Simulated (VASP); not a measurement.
Input of a VASP 6.6.1 run:

File INCAR:

```
PREC = Accurate ; ENCUT = 520
EDIFF = 1E-6 ; ISMEAR = -1
SIGMA = 0.02 ; LREAL = False
LASPH = True ; NELM = 60
ALGO = Normal ; ISIF = 2
LWAVE = False ; LCHARG = False
GGA = PS ; NBANDS = 21
```

KPOINTS

```
Automatic mesh
0
Gamma
  8 8 1
```

The input POSCAR:

```
Si
1.0
    3.8418213899      0.0000000000      0.0000000000
    0.0000000000      3.8418213899      0.0000000000
    0.0000000000      0.0000000000     22.7914000000
Si
6
Direct
    0.7500000000      0.0000000000      0.3521863688
    0.2500000000      0.0000000000      0.4106955112
    0.2500000000      0.5000000000      0.4703671465
    0.7500000000      0.5000000000      0.5296328543
    0.7500000000      0.0000000000      0.5893044888
    0.2500000000      0.0000000000      0.6478136303
```

Potentials or basis: VASP PAW PBE potentials, release 64 (Si).

The run is started by

```bash
$ cat potpaw_PBE.64/Si/POTCAR > POTCAR
$ mpirun -np 1 vasp_std > vasp.out
```

Task: Predict the band gap on the k mesh.

Result: Zero (bands 12 and 13 overlap by 1.06 eV).

Task: What does it give for the largest force?

Result: 0.009 eV/Å.

Forces in eV/Å, atoms in the order of the input:
```
Si   0.000  0.000 -0.009
Si   0.000  0.000 -0.002
Si   0.000  0.000  0.006
Si   0.000  0.000 -0.006
Si   0.000  0.000  0.002
Si   0.000  0.000  0.009
```

Caveat: there is no dipole correction, which matters where the two faces differ; the PAW data sets were made with another functional, which shifts forces and pressure a little.
